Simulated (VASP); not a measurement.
# CdSe (zincblende type) (F-43m) in VASP: relaxation of cell and atoms with PBE

Aim: the relaxation of cell and atoms of CdSe (zincblende type) with PBE.

Program: VASP 6.6.1. These are calculated values, not measurements. Logs are shortened: lines on timing, memory, paths and dates and some standing lists are left out, and cuts for length are marked.

**1. The cell of the first run**

Symmetry: F-43m, No. 216, cubic system. Conventional cell: a = 5.607 Å, b = 5.607 Å, c = 5.607 Å, α = 90.00°, β = 90.00°, γ = 90.00°. Cd (site symmetry -43m) has 4 Se at 2.43 Å within 3.2 Å. Within 3.2 Å of Se (site symmetry -43m) lie 4 Cd at 2.43 Å.

**2. Relaxation of cell and atoms, PBE, target pressure 27 GPa, at which the enthalpy is minimised**

Contents of INCAR:

```
SYSTEM = CdSe
PREC = Accurate
ENCUT = 600
EDIFF = 1E-6
ISMEAR = -1
SIGMA = 0.05
LREAL = .False.
LASPH = .True.
NELM = 80
ALGO = Normal
ISIF = 3
LWAVE = .False.
LCHARG = .False.
GGA = PE
IBRION = 2
NSW = 32
EDIFFG = -0.005
PSTRESS = 270.0
```

Contents of KPOINTS:

```
regular mesh
0
Gamma
  12 12 12
  0 0 0
```

Contents of POSCAR:

```
CdSe
1.0
    0.0000000000      2.8034857674      2.8034857674
    2.8034857674      0.0000000000      2.8034857674
    2.8034857674      2.8034857674      0.0000000000
Cd Se
1 1
Direct
    0.0000000000      0.0000000000      0.0000000000
    0.2500000000      0.2500000000      0.2500000000
```

Potentials or basis: VASP PAW PBE potentials, release 64 (Cd, Se).

Command:

```
cat potpaw_PBE.64/Cd/POTCAR potpaw_PBE.64/Se/POTCAR > POTCAR
mpirun -np 1 vasp_std > vasp.out
```

OUTCAR:

```text
SYSTEM = CdSe
   PREC = Accurate
   ENCUT = 600
   EDIFF = 1E-6
   ISMEAR = -1
   LREAL = .False.
   LASPH = .True.
   NELM = 80
   ISIF = 3
   GGA = PE
   IBRION = 2
   NSW = 32
   EDIFFG = -0.005
   PSTRESS = 270.0

 ion  position               nearest neighbor table
   1  0.000  0.000  0.000-   2 2.43   2 2.43   2 2.43   2 2.43
   2  0.250  0.250  0.250-   1 2.43   1 2.43   1 2.43   1 2.43

  LATTYP: Found a face centered cubic cell.
 ALAT       =     5.6069715348

  Lattice vectors:

 A1 = (   0.0000000000,   2.8034857674,   2.8034857674)
 A2 = (   2.8034857674,   0.0000000000,   2.8034857674)
 A3 = (   2.8034857674,   2.8034857674,   0.0000000000)

Analysis of symmetry for initial positions (statically):
=====================================================================
 Subroutine PRICEL returns:
 Original cell was already a primitive cell.

 Routine SETGRP: Setting up the symmetry group for a
 face centered cubic supercell.

 Subroutine GETGRP returns: Found 24 space group operations
 (whereof 24 operations were pure point group operations)
 out of a pool of 48 trial point group operations.

The static configuration has the point symmetry T_d .

Analysis of symmetry for dynamics (positions and initial velocities):
=====================================================================
 Subroutine PRICEL returns:
 Original cell was already a primitive cell.

 Routine SETGRP: Setting up the symmetry group for a
 face centered cubic supercell.

 Subroutine GETGRP returns: Found 24 space group operations
 (whereof 24 operations were pure point group operations)
 out of a pool of 48 trial point group operations.

The dynamic configuration has the point symmetry T_d .

 Subroutine INISYM returns: Found 24 space group operations
 (whereof 24 operations are pure point group operations),
 and found     1 'primitive' translations

----------------------------------------------------------------------------------------

                                     Primitive cell

  volume of cell :      44.0682

  direct lattice vectors                    reciprocal lattice vectors
     0.000000000  2.803485767  2.803485767    -0.178349398  0.178349398  0.178349398
     2.803485767  0.000000000  2.803485767     0.178349398 -0.178349398  0.178349398
     2.803485767  2.803485767  0.000000000     0.178349398  0.178349398 -0.178349398

  length of vectors
     3.964727594  3.964727594  3.964727594     0.308910220  0.308910220  0.308910220

  position of ions in fractional coordinates (direct lattice)
     0.000000000  0.000000000  0.000000000
     0.250000000  0.250000000  0.250000000

  ion indices of the primitive-cell ions
   primitive index   ion index
                 1           1
                 2           2

----------------------------------------------------------------------------------------

 KPOINTS: regular mesh

Automatic generation of k-mesh.
 Grid dimensions read from file:
 generate k-points for:   12   12   12

 Generating k-lattice:

  Cartesian coordinates                     Fractional coordinates (reciprocal lattice)
    -0.014862450  0.014862450  0.014862450     0.083333333  0.000000000  0.000000000
     0.014862450 -0.014862450  0.014862450     0.000000000  0.083333333  0.000000000
     0.014862450  0.014862450 -0.014862450     0.000000000  0.000000000  0.083333333

  Length of vectors
     0.025742518  0.025742518  0.025742518

  Shift w.r.t. Gamma in fractional coordinates (k-lattice)
     0.000000000  0.000000000  0.000000000

 Subroutine IBZKPT returns following result:
 ===========================================

 Found     72 irreducible k-points:

 Following reciprocal coordinates:
            Coordinates               Weight
  0.000000  0.000000  0.000000      1.000000
  0.083333  0.000000  0.000000      8.000000
  0.166667  0.000000  0.000000      8.000000
  0.250000  0.000000  0.000000      8.000000
  0.333333  0.000000  0.000000      8.000000
  0.416667  0.000000  0.000000      8.000000
[... 16 lines left out ...]
  0.500000  0.166667  0.000000     24.000000
 -0.416667  0.166667  0.000000     24.000000
 [... further k-points ...]
   k-points           NKPTS =     72   k-points in BZ     NKDIM =     72   number of bands    NBANDS=     13
   number of dos      NEDOS =    301   number of ions     NIONS =      2
   total plane-waves  NPLWV =  32768
   dimension x,y,z NGX =    32 NGY =   32 NGZ =   32
   dimension x,y,z NGXF=    64 NGYF=   64 NGZF=   64
   ions per type =               1   1
   NGX,Y,Z   is equivalent  to a cutoff of  13.42, 13.42, 13.42 a.u.
   NGXF,Y,Z  is equivalent  to a cutoff of  26.84, 26.84, 26.84 a.u.
 SYSTEM =  CdSe
   PREC   = accura    normal or accurate (medium, high low for compatibility)
   ISTART =      0    job   : 0-new  1-cont  2-samecut
   ICHARG =      2    charge: 1-file 2-atom 10-const
   ISPIN  =      1    spin polarized calculation?
   LNONCOLLINEAR =      F non collinear calculations
   LSORBIT =      F    spin-orbit coupling
   LASPH  =      T    aspherical Exc in radial PAW
   ENCUT  =  600.0 eV  44.10 Ry    6.64 a.u.   7.92  7.92  7.92*2*pi/ulx,y,z
   NELM   =     80;   NELMIN=  2; NELMDL= -5     # of ELM steps
   EDIFF  = 0.1E-05   stopping-criterion for ELM
   LREAL  =      F    real-space projection
   EDIFFG = -.5E-02   stopping-criterion for IOM
   NSW    =     32    number of steps for IOM
   IBRION =      2    ionic relax: 0-MD 1-quasi-New 2-CG
   NFREE  =      1    steps in history (QN), initial steepest desc. (CG)
   ISIF   =      3    stress and relaxation
   ISYM   =      2    0-nonsym 1-usesym 2-fastsym
   POTIM  = 0.5000    time-step for ionic-motion
   TEBEG  =    0.0;   TEEND  =   0.0 temperature during run
   PSTRESS=  270.0 pullay stress
   NELECT =      18.0000    total number of electrons
   NUPDOWN=      -1.0000    fix difference up-down
   EMIN   =  10.00;   EMAX   =-10.00  energy-range for DOS
   EFERMI =   0.00;   METHOD = LEGACY
   ISMEAR =    -1;   SIGMA  =   0.05  broadening in eV -4-tet -1-fermi 0-gaus
   EFERMI_NEDOS =   21; number of points for ismear=-14 and -15
   IALGO  =     38    algorithm
   IMIX   =      4    mixing-type and parameters
     AMIX     =   0.40;   BMIX     =  1.00
     AMIX_MAG =   1.60;   BMIX_MAG =  1.00
  volume/ion in A,a.u.               =      22.03       148.69
  Fermi-wavevector in a.u.,A,eV,Ry     =   1.214667  2.295388 20.074260  1.475416
  Thomas-Fermi vector in A             =   2.350079
   LORBIT       =      0    0 simple, 1 ext, 2 COOP (PROOUT), +10 PAW based schemes
   GGA     = PE    functional components
   LHFCALC =     F    Hartree Fock is set to
   AEXX    =    0.0000 exact exchange contribution
   IVDW    =     0    specifies the selected vdW correction
   LEPSILON=     F    determine dielectric tensor
   LRPA    =     F    only Hartree local field effects (RPA)
 conjugate gradient relaxation of ions
 non-spin polarized calculation
  energy-cutoff  :      600.00
  volume of cell :       44.07
 maximum number of plane-waves:      1484
   NGX = 15   NGY = 15   NGZ = 15

--------------------------------------- Ionic step        1  -------------------------------------------

 number of electron      18.0000004 magnetization

 Free energy of the ion-electron system (eV)
  ---------------------------------------------------
  ext. energy  EPLUGINS =         0.00000000
  ---------------------------------------------------
  free energy    TOTEN  =        -4.47276766 eV

  energy without entropy =       -4.47276759  energy(sigma->0) =       -4.47276762

------------------------ aborting loop because EDIFF is reached ----------------------------------------

  FORCE on cell =-STRESS in cart. coord.  units (eV):
  Direction    XX          YY          ZZ          XY          YZ          ZX
  --------------------------------------------------------------------------------------
  -------------------------------------------------------------------------------------
  Total        7.6681588      7.6681588      7.6681588      0.0000000      0.0000000      0.0000000
  in kB      278.7896323    278.7896323    278.7896323      0.0000000      0.0000000      0.0000000
  external PRESSURE =       8.7896323 kB  Pullay stress =     270.0000000 kB
[... 23 lines left out ...]
  enthalpy is  TOTEN    =         2.9536307522 eV   P V=        7.4263984078

--------------------------------------- Ionic step        2  -------------------------------------------

 number of electron      18.0000003 magnetization

 E-fermi :   3.6408     XC(G=0):  -9.9640

 val. band max:        3.0638328412   @ k =   0.0000   0.0000   0.0000
 cond. band min:       4.1213424605   @ k =   0.0000   0.0000   0.0000
 fundamental gap:      1.0575096193
 Fermi energy:         3.6407718642

 k-point     1 :       0.0000    0.0000    0.0000
  band No.  band energies     occupation
      1     -11.1169      2.00000
      2      -5.9757      2.00000
      3      -5.9757      2.00000
      4      -5.9757      2.00000
      5      -5.2962      2.00000
      6      -5.2962      2.00000
      7       3.0638      1.99998
      8       3.0638      1.99998
      9       3.0638      1.99998
     10       4.1213      0.00013
     11       8.8808      0.00000
     12       8.8808      0.00000
     13       8.8808      0.00000
[... 403 lines left out ...]
  enthalpy is  TOTEN    =         2.9559347769 eV   P V=        7.5570804906

--------------------------------------- Ionic step        3  -------------------------------------------

 number of electron      18.0000004 magnetization

 Free energy of the ion-electron system (eV)
  ---------------------------------------------------
  ext. energy  EPLUGINS =         0.00000000
  ---------------------------------------------------
  free energy    TOTEN  =        -4.51554808 eV

  energy without entropy =       -4.51554801  energy(sigma->0) =       -4.51554804

 E-fermi :   3.7797     XC(G=0): -10.0222

 val. band max:        3.1927179830   @ k =   0.0000   0.0000   0.0000
 cond. band min:       4.2716086663   @ k =   0.0000   0.0000   0.0000
 fundamental gap:      1.0788906833
 Fermi energy:         3.7796996172

 k-point     1 :       0.0000    0.0000    0.0000
  band No.  band energies     occupation
      1     -11.0884      2.00000
      2      -5.9243      2.00000
      3      -5.9243      2.00000
      4      -5.9243      2.00000
      5      -5.2259      2.00000
      6      -5.2259      2.00000
      7       3.1927      1.99998
      8       3.1927      1.99998
      9       3.1927      1.99998
     10       4.2716      0.00011
     11       8.9966      0.00000
     12       8.9966      0.00000
     13       8.9966      0.00000
[... 397 lines left out ...]
  FREE ENERGIE OF THE ION-ELECTRON SYSTEM (eV)
  ---------------------------------------------------
  free  energy   TOTEN  =        -4.5155480819 eV

  energy  without entropy=       -4.5155480055  energy(sigma->0) =       -4.51554804

  enthalpy is  TOTEN    =         2.9529666550 eV   P V=        7.4685147370

 reached required accuracy - stopping structural energy minimisation
```

Run time: 74 s. Hardware: 1 thread of AMD EPYC 7R13 (Zen 3), shared host; peak memory 0.19 GiB.

Results:

```
Free energy                                                : -4.5155 eV
Relaxed volume                                             : 22.16 Å³/atom
Relaxed cell                                               : a = 3.972 Å, b = 3.972 Å, c = 3.972 Å, α = 60.00°, β = 60.00°, γ = 60.00°
Space group after relaxing (to 0.1 Å)                      : F-43m (No. 216)
Energy change on relaxing (the run minimises the enthalpy) : -21.4 meV/atom
Ionic steps                                                : 3
Pressure after relaxing                                    : 27.0 GPa
Band gap on the k mesh                                     : 1.08 eV
```

Step by step:
```
step  energy change (eV)  largest force (eV/Å)  pressure (GPa)  volume (Å³)
   1              0.0000                0.0000           27.88        44.07
   2             -0.1284                0.0000           25.19        44.84
   3             -0.0428                0.0000           27.00        44.32
```

Final structure:
```xyz
2
Lattice="0.0000 2.8088 2.8088 2.8088 0.0000 2.8088 2.8088 2.8088 0.0000" Properties=species:S:1:pos:R:3 pbc="T T T"
Cd    0.0000    0.0000    0.0000
Se    1.4044    1.4044    1.4044
```

Levels at points of the mesh, in eV from the valence-band top:
```csv
k point,band 7,band 8,band 9,band 10,band 11,band 12
"(0.00, 0.00, 0.00)",0.00,0.00,0.00,1.08,5.80,5.80
"(0.50, 0.00, 0.00)",-6.06,-1.17,-1.17,2.61,6.37,6.37
"(0.50, 0.50, 0.00)",-5.31,-2.84,-2.84,2.58,3.76,10.44
```

Caveat: the cell is relaxed towards a set pressure, so the run minimises the enthalpy, not the energy.
